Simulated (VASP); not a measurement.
# Si3Cl2 (P4mm) in VASP: single point with PBE

Aim: the single point of Si3Cl2 with PBE.

Program: VASP 6.6.1. These are calculated values, not measurements. Logs are shortened: lines on timing, memory, paths and dates and some standing lists are left out, and cuts for length are marked.

## Step 1: The cell of the first run

Symmetry: P4mm, No. 99, tetragonal system. The conventional cell has a = 3.550 Å, b = 3.550 Å, c = 9.062 Å, α = 90.00°, β = 90.00°, γ = 90.00°. Si (site symmetry 2mm) has 6 Si at 2.51 to 2.54 Å and 2 Cl at 2.87 Å within 3.3 Å. Si (site symmetry 4mm) has 1 Cl at 2.05 Å and 4 Si at 2.54 Å within 2.7 Å. Within 3.9 Å of Cl (site symmetry 4mm) lie 4 Si at 2.87 Å and 8 Cl at 3.55 to 3.86 Å. Cl (site symmetry 4mm) has 1 Si at 2.05 Å within 2.7 Å.

The cell was built from a structure type or drawn by symmetry, and may not be a known phase.

## Step 2: Single point, PBE

INCAR reads:

```
SYSTEM = Si3Cl2
PREC = Accurate ; ENCUT = 500
EDIFF = 1E-6 ; ISMEAR = 0
SIGMA = 0.2 ; LREAL = .False.
LASPH = .True. ; NELM = 120
ALGO = Normal ; ISIF = 2
LWAVE = .False. ; LCHARG = .False.
GGA = PE ; NBANDS = 21
GGA_COMPAT = .False.
```

KPOINTS reads:

```
regular mesh
0
Gamma
  4 4 3
  0 0 0
```

POSCAR reads:

```
Si3Cl2
1.0
    3.5503041842      0.0000000000      0.0000000000
    0.0000000000      3.5503041842      0.0000000000
    0.0000000000      0.0000000000      9.0615410485
Si Cl
3 2
Direct
    0.5000000000      0.0000000000      0.7371958327
    0.0000000000      0.5000000000      0.7371958327
    0.0000000000      0.0000000000      0.5360498098
    0.5000000000      0.5000000000     -0.0139477831
    0.0000000000      0.0000000000      0.3100992279
```

Potentials or basis: VASP PAW PBE potentials, release 64 (Si, Cl).

The run is started by

```
cat potpaw_PBE.64/Si/POTCAR potpaw_PBE.64/Cl/POTCAR > POTCAR
mpirun -np 1 vasp_std > vasp.out
```

OUTCAR:

```text
SYSTEM = Si3Cl2
   PREC = Accurate
   ENCUT = 500
   EDIFF = 1E-6
   ISMEAR = 0
   LREAL = .False.
   LASPH = .True.
   NELM = 120
   ISIF = 2
   GGA = PE

 ion  position               nearest neighbor table
   1  0.500  0.000  0.737-   2 2.51   2 2.51   2 2.51   2 2.51   3 2.54   3 2.54   4 2.87   4 2.87

   2  0.000  0.500  0.737-   1 2.51   1 2.51   1 2.51   1 2.51   3 2.54   3 2.54   4 2.87   4 2.87

   3  0.000  0.000  0.536-   5 2.05   2 2.54   1 2.54   2 2.54   1 2.54
   4  0.500  0.500  0.986-   1 2.87   2 2.87   1 2.87   2 2.87
   5  0.000  0.000  0.310-   3 2.05

  LATTYP: Found a simple tetragonal cell.
 ALAT       =     3.5503041842
 C/A-ratio  =     2.5523280762

  Lattice vectors:

 A1 = (   3.5503041842,   0.0000000000,   0.0000000000)
 A2 = (   0.0000000000,   3.5503041842,   0.0000000000)
 A3 = (   0.0000000000,   0.0000000000,   9.0615410485)

Analysis of symmetry for initial positions (statically):
=====================================================================
 Subroutine PRICEL returns:
 Original cell was already a primitive cell.

 Routine SETGRP: Setting up the symmetry group for a
 simple tetragonal supercell.

 Subroutine GETGRP returns: Found  8 space group operations
 (whereof  8 operations were pure point group operations)
 out of a pool of 16 trial point group operations.

The static configuration has the point symmetry C_4v.

Analysis of symmetry for dynamics (positions and initial velocities):
=====================================================================
 Subroutine PRICEL returns:
 Original cell was already a primitive cell.

 Routine SETGRP: Setting up the symmetry group for a
 simple tetragonal supercell.

 Subroutine GETGRP returns: Found  8 space group operations
 (whereof  8 operations were pure point group operations)
 out of a pool of 16 trial point group operations.

The dynamic configuration has the point symmetry C_4v.

 Subroutine INISYM returns: Found  8 space group operations
 (whereof  8 operations are pure point group operations),
 and found     1 'primitive' translations

----------------------------------------------------------------------------------------

                                     Primitive cell

  volume of cell :     114.2176

  direct lattice vectors                    reciprocal lattice vectors
     3.550304184  0.000000000  0.000000000     0.281666006  0.000000000  0.000000000
     0.000000000  3.550304184  0.000000000     0.000000000  0.281666006  0.000000000
     0.000000000  0.000000000  9.061541049     0.000000000  0.000000000  0.110356505

  length of vectors
     3.550304184  3.550304184  9.061541049     0.281666006  0.281666006  0.110356505

  position of ions in fractional coordinates (direct lattice)
     0.500000000  0.000000000  0.737195833
     0.000000000  0.500000000  0.737195833
     0.000000000  0.000000000  0.536049810
     0.500000000  0.500000000  0.986052217
     0.000000000  0.000000000  0.310099228

  ion indices of the primitive-cell ions
   primitive index   ion index
                 1           1
                 2           2
                 3           3
                 4           4
                 5           5

----------------------------------------------------------------------------------------

 KPOINTS: regular mesh

Automatic generation of k-mesh.
 Grid dimensions read from file:
 generate k-points for:    4    4    3

 Generating k-lattice:

  Cartesian coordinates                     Fractional coordinates (reciprocal lattice)
     0.070416502  0.000000000  0.000000000     0.250000000  0.000000000  0.000000000
     0.000000000  0.070416502  0.000000000     0.000000000  0.250000000  0.000000000
     0.000000000  0.000000000  0.036785502     0.000000000  0.000000000  0.333333333

  Length of vectors
     0.070416502  0.070416502  0.036785502

  Shift w.r.t. Gamma in fractional coordinates (k-lattice)
     0.000000000  0.000000000  0.000000000

 Subroutine IBZKPT returns following result:
 ===========================================

 Found     12 irreducible k-points:

 Following reciprocal coordinates:
            Coordinates               Weight
  0.000000  0.000000  0.000000      1.000000
  0.250000  0.000000  0.000000      4.000000
  0.500000  0.000000  0.000000      2.000000
  0.250000  0.250000  0.000000      4.000000
  0.500000  0.250000  0.000000      4.000000
  0.500000  0.500000  0.000000      1.000000
  0.000000  0.000000  0.333333      2.000000
  0.250000  0.000000  0.333333      8.000000
  0.500000  0.000000  0.333333      4.000000
  0.250000  0.250000  0.333333      8.000000
  0.500000  0.250000  0.333333      8.000000
  0.500000  0.500000  0.333333      2.000000
   k-points           NKPTS =     12   k-points in BZ     NKDIM =     12   number of bands    NBANDS=     21
   number of dos      NEDOS =    301   number of ions     NIONS =      5
   total plane-waves  NPLWV =  54880
   dimension x,y,z NGX =    28 NGY =   28 NGZ =   70
   dimension x,y,z NGXF=    56 NGYF=   56 NGZF=  140
   ions per type =               3   2
   NGX,Y,Z   is equivalent  to a cutoff of  13.11, 13.11, 12.84 a.u.
   NGXF,Y,Z  is equivalent  to a cutoff of  26.22, 26.22, 25.68 a.u.
 SYSTEM =  Si3Cl2
   PREC   = accura    normal or accurate (medium, high low for compatibility)
   ISTART =      0    job   : 0-new  1-cont  2-samecut
   ICHARG =      2    charge: 1-file 2-atom 10-const
   ISPIN  =      1    spin polarized calculation?
   LNONCOLLINEAR =      F non collinear calculations
   LSORBIT =      F    spin-orbit coupling
   LASPH  =      T    aspherical Exc in radial PAW
   ENCUT  =  500.0 eV  36.75 Ry    6.06 a.u.   6.47  6.47 16.52*2*pi/ulx,y,z
   NELM   =    120;   NELMIN=  2; NELMDL= -5     # of ELM steps
   EDIFF  = 0.1E-05   stopping-criterion for ELM
   LREAL  =      F    real-space projection
   EDIFFG = 0.1E-04   stopping-criterion for IOM
   NSW    =      0    number of steps for IOM
   IBRION =     -1    ionic relax: 0-MD 1-quasi-New 2-CG
   NFREE  =      0    steps in history (QN), initial steepest desc. (CG)
   ISIF   =      2    stress and relaxation
   ISYM   =      2    0-nonsym 1-usesym 2-fastsym
   POTIM  = 0.5000    time-step for ionic-motion
   TEBEG  =    0.0;   TEEND  =   0.0 temperature during run
   PSTRESS=    0.0 pullay stress
   NELECT =      26.0000    total number of electrons
   NUPDOWN=      -1.0000    fix difference up-down
   EMIN   =  10.00;   EMAX   =-10.00  energy-range for DOS
   EFERMI =   0.00;   METHOD = LEGACY
   ISMEAR =     0;   SIGMA  =   0.20  broadening in eV -4-tet -1-fermi 0-gaus
   EFERMI_NEDOS =   21; number of points for ismear=-14 and -15
   IALGO  =     38    algorithm
   IMIX   =      4    mixing-type and parameters
     AMIX     =   0.40;   BMIX     =  1.00
     AMIX_MAG =   1.60;   BMIX_MAG =  1.00
  volume/ion in A,a.u.               =      22.84       154.16
  Fermi-wavevector in a.u.,A,eV,Ry     =   0.999589  1.888950 13.594649  0.999179
  Thomas-Fermi vector in A             =   2.131889
   LORBIT       =      0    0 simple, 1 ext, 2 COOP (PROOUT), +10 PAW based schemes
   GGA     = PE    functional components
   LHFCALC =     F    Hartree Fock is set to
   AEXX    =    0.0000 exact exchange contribution
   IVDW    =     0    specifies the selected vdW correction
   LEPSILON=     F    determine dielectric tensor
   LRPA    =     F    only Hartree local field effects (RPA)
 non-spin polarized calculation
 Gauss-broadening in eV      SIGMA  =   0.20
  energy-cutoff  :      500.00
  volume of cell :      114.22
 maximum number of plane-waves:      2929
 NGX is ok and might be reduce to    28
   NGX = 13   NGY = 13   NGZ = 33

 number of electron      26.0000004 magnetization

 Free energy of the ion-electron system (eV)
  ---------------------------------------------------
  ext. energy  EPLUGINS =         0.00000000
  ---------------------------------------------------
  free energy    TOTEN  =       -19.66079399 eV

  energy without entropy =      -19.63171715  energy(sigma->0) =      -19.64625557

 E-fermi :   3.6428     XC(G=0):  -8.6926

 val. band max:        3.5881162508   @ k =   0.2500   0.2500   0.0000
 cond. band min:       3.6730472816   @ k =   0.2500   0.2500   0.3333
 fundamental gap:      0.0849310308
 Fermi energy:         3.6427685542

 k-point     1 :       0.0000    0.0000    0.0000
  band No.  band energies     occupation
      1     -12.7187      2.00000
      2     -11.1086      2.00000
      3      -8.8454      2.00000
      4      -4.0841      2.00000
      5      -1.7480      2.00000
      6       0.4606      2.00000
[... 13 lines left out ...]
     20      10.6673      0.00000
     21      11.4433      0.00000

 k-point     2 :       0.2500    0.0000    0.0000
  band No.  band energies     occupation
      1     -12.6074      2.00000
      2     -10.9138      2.00000
      3      -8.2588      2.00000
      4      -3.8919      2.00000
      5      -2.6796      2.00000
      6      -1.4156      2.00000
[... 13 lines left out ...]
     20       9.4271      0.00000
     21      10.6445      0.00000

 k-point     3 :       0.5000    0.0000    0.0000
  band No.  band energies     occupation
      1     -12.4909      2.00000
      2     -10.7076      2.00000
      3      -6.9611      2.00000
      4      -5.5188      2.00000
      5      -3.2809      2.00000
      6      -1.3695      2.00000
[... 13 lines left out ...]
     20      10.6475      0.00000
     21      11.7077      0.00000

 k-point     4 :       0.2500    0.2500    0.0000
  band No.  band energies     occupation
      1     -12.5021      2.00000
      2     -10.7439      2.00000
      3      -7.6488      2.00000
      4      -3.6198      2.00000
      5      -2.4905      2.00000
      6      -1.8131      2.00000
[... 13 lines left out ...]
     20      10.2580      0.00000
     21      10.6866      0.00000

 k-point     5 :       0.5000    0.2500    0.0000
  band No.  band energies     occupation
      1     -12.3920      2.00000
      2     -10.5634      2.00000
      3      -6.3041      2.00000
      4      -4.9485      2.00000
      5      -3.0622      2.00000
      6      -1.1539      2.00000
[... 13 lines left out ...]
     20      10.2660      0.00000
     21      11.0335      0.00000

 k-point     6 :       0.5000    0.5000    0.0000
  band No.  band energies     occupation
      1     -12.2887      2.00000
      2     -10.4094      2.00000
      3      -4.8003      2.00000
      4      -3.8550      2.00000
      5      -3.8550      2.00000
      6      -2.2755      2.00000
[... 13 lines left out ...]
     20      10.2558      0.00000
     21      12.4935      0.00000

 k-point     7 :       0.0000    0.0000    0.3333
  band No.  band energies     occupation
      1     -12.7164      2.00000
      2     -11.1197      2.00000
      3      -8.8204      2.00000
      4      -4.2154      2.00000
      5      -1.4496      2.00000
      6       0.4929      2.00000
[... 13 lines left out ...]
     20       9.9964      0.00000
     21      11.4436      0.00000

 k-point     8 :       0.2500    0.0000    0.3333
  band No.  band energies     occupation
      1     -12.6062      2.00000
      2     -10.9190      2.00000
      3      -8.2444      2.00000
      4      -3.9787      2.00000
      5      -2.6346      2.00000
      6      -1.2532      2.00000
[... 13 lines left out ...]
     20       9.4183      0.00000
     21      10.3810      0.00000

 k-point     9 :       0.5000    0.0000    0.3333
  band No.  band energies     occupation
      1     -12.4909      2.00000
      2     -10.7075      2.00000
      3      -6.9657      2.00000
      4      -5.5231      2.00000
      5      -3.2142      2.00000
      6      -1.2337      2.00000
[... 13 lines left out ...]
     20      10.8523      0.00000
     21      11.9438      0.00000

 k-point    10 :       0.2500    0.2500    0.3333
  band No.  band energies     occupation
      1     -12.5015      2.00000
      2     -10.7463      2.00000
      3      -7.6406      2.00000
      4      -3.6711      2.00000
      5      -2.4870      2.00000
      6      -1.7284      2.00000
[... 13 lines left out ...]
     20      10.3300      0.00000
     21      10.4825      0.00000

 k-point    11 :       0.5000    0.2500    0.3333
  band No.  band energies     occupation
      1     -12.3920      2.00000
      2     -10.5634      2.00000
      3      -6.3084      2.00000
      4      -4.9517      2.00000
      5      -3.0127      2.00000
      6      -1.0584      2.00000
[... 13 lines left out ...]
     20      10.4488      0.00000
     21      11.0444      0.00000

 k-point    12 :       0.5000    0.5000    0.3333
  band No.  band energies     occupation
      1     -12.2887      2.00000
      2     -10.4094      2.00000
      3      -4.8029      2.00000
      4      -3.8525      2.00000
      5      -3.8525      2.00000
      6      -2.2646      2.00000
[... 13 lines left out ...]
     20      10.7980      0.00000
     21      11.4507      0.00000

------------------------ aborting loop because EDIFF is reached ----------------------------------------

  FORCE on cell =-STRESS in cart. coord.  units (eV):
  Direction    XX          YY          ZZ          XY          YZ          ZX
  --------------------------------------------------------------------------------------
  -------------------------------------------------------------------------------------
  Total        0.0176012      0.0176012      0.2330421      0.0000000      0.0000000      0.0000000
  in kB        0.2468987      0.2468987      3.2689762      0.0000000      0.0000000      0.0000000
  external PRESSURE =       1.2542579 kB  Pullay stress =       0.0000000 kB

 VOLUME and BASIS-vectors are now :
 -----------------------------------------------------------------------------
  energy-cutoff  :      500.00
  volume of cell :      114.22
      direct lattice vectors                 reciprocal lattice vectors
     3.550304184  0.000000000  0.000000000     0.281666006  0.000000000  0.000000000
     0.000000000  3.550304184  0.000000000     0.000000000  0.281666006  0.000000000
     0.000000000  0.000000000  9.061541049     0.000000000  0.000000000  0.110356505

 POSITION                                       TOTAL-FORCE (eV/Angst)
 -----------------------------------------------------------------------------------
      1.77515      0.00000      6.68013        -0.000000      0.000000     -0.049650
      0.00000      1.77515      6.68013        -0.000000      0.000000     -0.049650
      0.00000      0.00000      4.85744         0.000000      0.000000      0.000210
      1.77515      1.77515      8.93515        -0.000000     -0.000000      0.063842
      0.00000      0.00000      2.80998         0.000000      0.000000      0.035248
 -----------------------------------------------------------------------------------
    total drift:                               -0.000000      0.000000     -0.000533

  FREE ENERGIE OF THE ION-ELECTRON SYSTEM (eV)
  ---------------------------------------------------
  free  energy   TOTEN  =       -19.6607939871 eV

  energy  without entropy=      -19.6317171464  energy(sigma->0) =      -19.64625557
```

Wall time 23 s (1 thread of Intel Xeon Platinum 8488C (Sapphire Rapids), shared host); peak memory 0.22 GiB.

What came out:

```
Free energy            : -19.6608 eV
Pressure               : 0.1 GPa
Largest force          : 0.064 eV/Å
Band gap on the k mesh : zero (bands 13 and 14 overlap by 0.99 eV)
```

Forces in eV/Å, atoms in the order of the input:
```
Si   0.000  0.000 -0.050
Si   0.000  0.000 -0.050
Si   0.000  0.000  0.000
Cl   0.000  0.000  0.064
Cl   0.000  0.000  0.035
```

Caveat: the k points lie up to 0.44 Å⁻¹ apart, too coarse for converged energies and pressures of a metal; this functional lacks dispersion, which binds the layers, so the pressure and a relaxed spacing across them are unreliable.
